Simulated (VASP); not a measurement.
Set up this calculation in VASP 6.6.1, as the native input.

```
Task                   : single point
Functional             : PBEsol
Potentials or basis    : VASP PAW PBE potentials, release 64 (Mg, O)
Cutoff                 : 520 eV
k mesh                 : 10 × 10 × 10
Occupations            : fermi-dirac, width 0.05 eV
Spin                   : no spin polarisation
Dipole correction      : no
Further INCAR settings : ALGO = Normal; EDIFF = 1e-06; NBANDS = 11
```

The structure of MgO lies in POSCAR:

```
MgO
1.0
    2.9766835069      0.0000000000      0.0000000000
   -1.4883417534      2.5778835360      0.0000000000
    0.0000000000      0.0000000000      2.7149429912
Mg O
1 1
Direct
    0.0000000000      0.0000000000      0.0000000000
    0.3333333333      0.6666666667      0.5000000000
```

This cell differs from its parent crystal: volume scaled by 1.04.

One way to write it, as run:

INCAR

```
PREC = Accurate ; ENCUT = 520
EDIFF = 1E-6 ; ISMEAR = -1
SIGMA = 0.05 ; LREAL = F
LASPH = T ; NELM = 60
ALGO = Normal ; ISIF = 2
LWAVE = F ; LCHARG = F
GGA = PS ; NBANDS = 11
```

KPOINTS

```
regular mesh
0
Gamma
  10 10 10
```

Potentials or basis: VASP PAW PBE potentials, release 64 (Mg, O).

The run is started by

```bash
$ cat potpaw_PBE.64/Mg/POTCAR potpaw_PBE.64/O/POTCAR > POTCAR
$ mpirun -np 1 vasp_std > vasp.out
```

Results of the run:

```yaml
Pressure: -9.0 GPa
Band_gap_on_the_k_mesh: 2.65 eV, indirect (least direct gap 3.04 eV)
```

Caveat: the PAW data sets were made with another functional, which shifts forces and pressure a little.

It took 34 s on 1 thread of Intel Xeon 8259CL, with other jobs on the host, peak memory 0.14 GiB.
